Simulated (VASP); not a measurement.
# SiSe (P-6m2) in VASP: notebook, part 2 of 2

VASP 6.6.1. Earlier steps stand in the parts before.

## Step 3: Single point, PBE

This run uses another cell than the first one, of 18.56 Å³/atom, 0.852 times its volume.

INCAR reads:

```
ALGO = Normal
EDIFF = 1E-6
ENCUT = 500
GGA = PE
GGA_COMPAT = False
ISIF = 2
ISMEAR = -1
LASPH = True
LCHARG = False
LREAL = False
LWAVE = False
NBANDS = 12
NELM = 120
PREC = Accurate
SIGMA = 0.05
```

KPOINTS reads:

```
k-points
0
Gamma
  8 8 6
```

POSCAR reads:

```
SiSe
1.0
    3.4513920000      0.0000000000      0.0000000000
   -1.7256960000      2.9889888000      0.0000000000
    0.0000000000      0.0000000000      3.5987300000
Si Se
1 1
Direct
    0.6666700000      0.3333300000      0.5000000000
    0.0000000000      0.0000000000      0.0000000000
```

Potentials or basis: VASP PAW PBE potentials, release 64 (Si, Se).

Run with:

```sh
> cat potpaw_PBE.64/Si/POTCAR potpaw_PBE.64/Se/POTCAR > POTCAR
> mpirun -np 1 vasp_std > vasp.out
```

OUTCAR:

```text
EDIFF = 1E-6
   ENCUT = 500
   GGA = PE
   ISIF = 2
   ISMEAR = -1
   LASPH = True
   LREAL = False
   NELM = 120
   PREC = Accurate

 ion  position               nearest neighbor table
   1  0.667  0.333  0.500-   2 2.68   2 2.68   2 2.68   2 2.68   2 2.68   2 2.68
   2  0.000  0.000  0.000-   1 2.68   1 2.68   1 2.68   1 2.68   1 2.68   1 2.68

  LATTYP: Found a hexagonal cell.
 ALAT       =     3.4513920000
 C/A-ratio  =     1.0426894424

  Lattice vectors:

 A1 = (   3.4513920000,   0.0000000000,   0.0000000000)
 A2 = (  -1.7256960000,   2.9889888000,   0.0000000000)
 A3 = (   0.0000000000,   0.0000000000,   3.5987300000)

Analysis of symmetry for initial positions (statically):
=====================================================================
 Subroutine PRICEL returns:
 Original cell was already a primitive cell.

 Routine SETGRP: Setting up the symmetry group for a
 hexagonal supercell.

 Subroutine GETGRP returns: Found  4 space group operations
 (whereof  4 operations were pure point group operations)
 out of a pool of 24 trial point group operations.

The static configuration has the point symmetry C_2v.

Analysis of symmetry for dynamics (positions and initial velocities):
=====================================================================
 Subroutine PRICEL returns:
 Original cell was already a primitive cell.

 Routine SETGRP: Setting up the symmetry group for a
 hexagonal supercell.

 Subroutine GETGRP returns: Found  4 space group operations
 (whereof  4 operations were pure point group operations)
 out of a pool of 24 trial point group operations.

The dynamic configuration has the point symmetry C_2v.

 Subroutine INISYM returns: Found  4 space group operations
 (whereof  4 operations are pure point group operations),
 and found     1 'primitive' translations

----------------------------------------------------------------------------------------

                                     Primitive cell
[... 114 lines left out ...]
  Thomas-Fermi vector in A             =   2.192536
   LORBIT       =      0    0 simple, 1 ext, 2 COOP (PROOUT), +10 PAW based schemes
   GGA     = PE    functional components
   LHFCALC =     F    Hartree Fock is set to
   AEXX    =    0.0000 exact exchange contribution
   IVDW    =     0    specifies the selected vdW correction
   LEPSILON=     F    determine dielectric tensor
   LRPA    =     F    only Hartree local field effects (RPA)
 non-spin polarized calculation
  energy-cutoff  :      500.00
  volume of cell :       37.13
 maximum number of plane-waves:       962
 NGX is ok and might be reduce to    28
   NGX = 13   NGY = 13   NGZ = 13

 number of electron      10.0000000 magnetization

 number of electron       9.9999999 magnetization

 Free energy of the ion-electron system (eV)
  ---------------------------------------------------
  ext. energy  EPLUGINS =         0.00000000
  ---------------------------------------------------
  free energy    TOTEN  =        -8.36779940 eV

  energy without entropy =       -8.35759542  energy(sigma->0) =       -8.36269741

 E-fermi :   7.0969     XC(G=0): -10.4706

 val. band max:        7.0657009578   @ k =   0.5000   0.5000   0.1667
 cond. band min:       7.1187860762   @ k =  -0.3750   0.2500   0.1667
 fundamental gap:      0.0530851184
 Fermi energy:         7.0968887197

 k-point     1 :       0.0000    0.0000    0.0000
  band No.  band energies     occupation
      1      -8.8002      2.00000
      2       2.4349      2.00000
      3       2.6965      2.00000
      4       5.5232      2.00000
      5       5.5233      2.00000
      6      10.3480      0.00000
      7      10.3481      0.00000
      8      10.5723      0.00000
      9      14.4926      0.00000
     10      15.5509      0.00000
     11      17.9656      0.00000
     12      17.9658      0.00000
[... 331 lines left out ...]
 k-point    24 :      -0.1250    0.1250    0.1667
  band No.  band energies     occupation
      1      -8.3777      2.00000
      2      -0.1114      2.00000
      3       3.7287      2.00000
      4       5.3494      2.00000
      5       6.5937      1.99991
      6       9.7093      0.00000
      7      10.8811      0.00000
      8      11.9081      0.00000
      9      12.7678      0.00000
     10      15.4723      0.00000
     11      15.6975      0.00000
     12      17.6927      0.00000

 [... further k-points ...]
[... 5 lines left out ...]
  --------------------------------------------------------------------------------------
  -------------------------------------------------------------------------------------
  Total        1.1894315      1.1894235      0.6010428     -0.0000039      0.0000000      0.0000000
  in kB       51.3312896     51.3309435     25.9386981     -0.0001703      0.0000000      0.0000000
  external PRESSURE =      42.8669770 kB  Pullay stress =       0.0000000 kB

 VOLUME and BASIS-vectors are now :
 -----------------------------------------------------------------------------
  energy-cutoff  :      500.00
  volume of cell :       37.13
      direct lattice vectors                 reciprocal lattice vectors
     3.451392000  0.000000000  0.000000000     0.289738169  0.167280654  0.000000000
    -1.725696000  2.988988800  0.000000000     0.000000000  0.334561307  0.000000000
     0.000000000  0.000000000  3.598730000     0.000000000  0.000000000  0.277875806

 POSITION                                       TOTAL-FORCE (eV/Angst)
 -----------------------------------------------------------------------------------
      1.72571      0.99632      1.79937        -0.000024      0.000014      0.000000
      0.00000      0.00000      0.00000         0.000024     -0.000014      0.000000
 -----------------------------------------------------------------------------------
    total drift:                                0.000003      0.000007     -0.000000

  FREE ENERGIE OF THE ION-ELECTRON SYSTEM (eV)
  ---------------------------------------------------
  free  energy   TOTEN  =        -8.3677994044 eV

  energy  without entropy=       -8.3575954189  energy(sigma->0) =       -8.36269741
```

OSZICAR:

```text
N       E                     dE             d eps       ncg     rms          rms(c)
DAV:   1     0.180150097680E+02    0.18015E+02   -0.42967E+03  2024   0.693E+02
DAV:   2    -0.733595963902E+01   -0.25351E+02   -0.24221E+02  2656   0.106E+02
DAV:   3    -0.838301674906E+01   -0.10471E+01   -0.10353E+01  2592   0.183E+01
DAV:   4    -0.838806607425E+01   -0.50493E-02   -0.50471E-02  2312   0.161E+00
DAV:   5    -0.838809671037E+01   -0.30636E-04   -0.30635E-04  2564   0.125E-01    0.452E+00
DAV:   6    -0.836873061048E+01    0.19366E-01   -0.55614E-02  2320   0.894E-01    0.275E+00
DAV:   7    -0.836783636722E+01    0.89424E-03   -0.16035E-02  2484   0.643E-01    0.449E-01
DAV:   8    -0.836774387770E+01    0.92490E-04   -0.23439E-03  2316   0.224E-01    0.771E-02
DAV:   9    -0.836780295249E+01   -0.59075E-04   -0.17958E-04  2412   0.859E-02    0.494E-02
DAV:  10    -0.836780009503E+01    0.28575E-05   -0.84557E-06  2436   0.159E-02    0.161E-02
DAV:  11    -0.836779940437E+01    0.69067E-06   -0.40755E-06  2348   0.954E-03
   1 F= -.83677994E+01 E0= -.83626974E+01  d E =-.102040E-01
```

stdout:

```text
POSCAR found type information on POSCAR SiSe
 POSCAR found :  2 types and       2 ions
 scaLAPACK will be used
 LDA part: xc-table for (Slater+PW92), standard interpolation
 POSCAR, INCAR and KPOINTS ok, starting setup
 FFT: planning ... GRIDC
 FFT: planning ... GRID_SOFT
 FFT: planning ... GRID
 WAVECAR not read
 entering main loop
```

It took 38 s on 1 thread of Intel Xeon 8259CL, shared host; peak memory 0.18 GiB.

What came out:

| Item | Value |
| --- | --- |
| Free energy | -8.3678 eV |
| Pressure | 4.3 GPa |
| Band gap on the k mesh | zero (band 5 reaches 9.27 eV, above the bottom of band 6 at 5.03 eV) |
